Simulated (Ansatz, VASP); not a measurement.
## Ni in VASP and in Ansatz

```xyz
2
Lattice="0.0000 2.5820 2.5820 2.5820 0.0000 2.5820 2.5820 2.5820 0.0000" Properties=species:S:1:pos:R:3 pbc="T T T"
Ni    0.6455    0.6455    0.6455
Ni    4.5185    4.5185    4.5185
```

Alike in both runs: functional RPBE; k mesh 11 × 11 × 11; occupations fermi-dirac, width 0.05 eV; collinear spin.

Ansatz relaxed the structure, and its values are those at the end. VASP's run is a single point on that final structure, the one shown.

|  | VASP | Ansatz |
| --- | --- | --- |
| version | VASP 6.6.1 | Ansatz 0.2.0 |
| potentials or method | VASP PAW PBE potentials, release 64 (Ni), cutoff 520 eV | plane waves (420 eV) with PAW, scalar-relativistic |
| valence electrons in the cell | 20 | 36 |

|  | VASP | Ansatz | Ansatz less VASP |
| --- | --- | --- | --- |
| pressure (GPa) | -0.3 | 0.0 | +0.27 |
| net moment per atom (μB) | 0.00 | 0.82 | +0.815 |
| size of the moment on the site where the two differ most (μB) | 0.00 | 0.86 | +0.857 |

The net moments are unlike, so the other rows may belong to different states. VASP's potentials were made for PBE, not for RPBE. Site moments also hang on the region over which each program counts them. VASP's potentials hold 20 valence electrons a cell and Ansatz's 36, so a difference there can come from the potentials and not from the codes. Ansatz's warnings: seeded moment not kept.
